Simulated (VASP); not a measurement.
Input of a VASP 6.6.1 run:

Contents of INCAR:

```
SYSTEM = Hf
PREC = Accurate
ENCUT = 520
EDIFF = 1E-6
ISMEAR = -1
SIGMA = 0.05
LREAL = .FALSE.
LASPH = .TRUE.
NELM = 80
ALGO = Normal
ISIF = 2
LWAVE = .FALSE.
LCHARG = .TRUE.
GGA = B5
ALDAX = 1.0
AGGAX = 1.0
AGGAC = 1.0
ALDAC = 0.0
IVDW = 12
VDW_S6 = 1.0
VDW_S8 = 2.6996
VDW_A1 = 0.4298
VDW_A2 = 4.2359
LELF = .TRUE.
LVHAR = .TRUE.
NBANDS = 11
```

The input KPOINTS:

```
regular mesh
0
G
  10 10 10
  0 0 0
```

Contents of POSCAR:

```
Hf
1.0
   -1.7371323543      1.7371323543      1.7371323543
    1.7371323543     -1.7371323543      1.7371323543
    1.7371323543      1.7371323543     -1.7371323543
Hf
1
Direct
    0.0000000000      0.0000000000      0.0000000000
```

Potentials or basis: VASP PAW PBE potentials, release 64 (Hf_pv).

Command:

```sh
$ cat potpaw_PBE.64/Hf_pv/POTCAR > POTCAR
$ mpirun -np 1 vasp_std > vasp.out
```

(1) Predict the dispersion energy per atom.

(2) What does it give for the pressure?

(3) Estimate the band gap on the k mesh.

## Answers

(1) -1.204 eV.

(2) 0.1 GPa.

(3) zero (band 5 reaches 7.02 eV, above the bottom of band 6 at 4.76 eV).

Caveat: the PAW data sets were made with another functional, which shifts forces and pressure a little; spin-orbit coupling is left out, which moves the levels of the heavy elements; pairwise dispersion overbinds metals, which lowers pressure and volume.
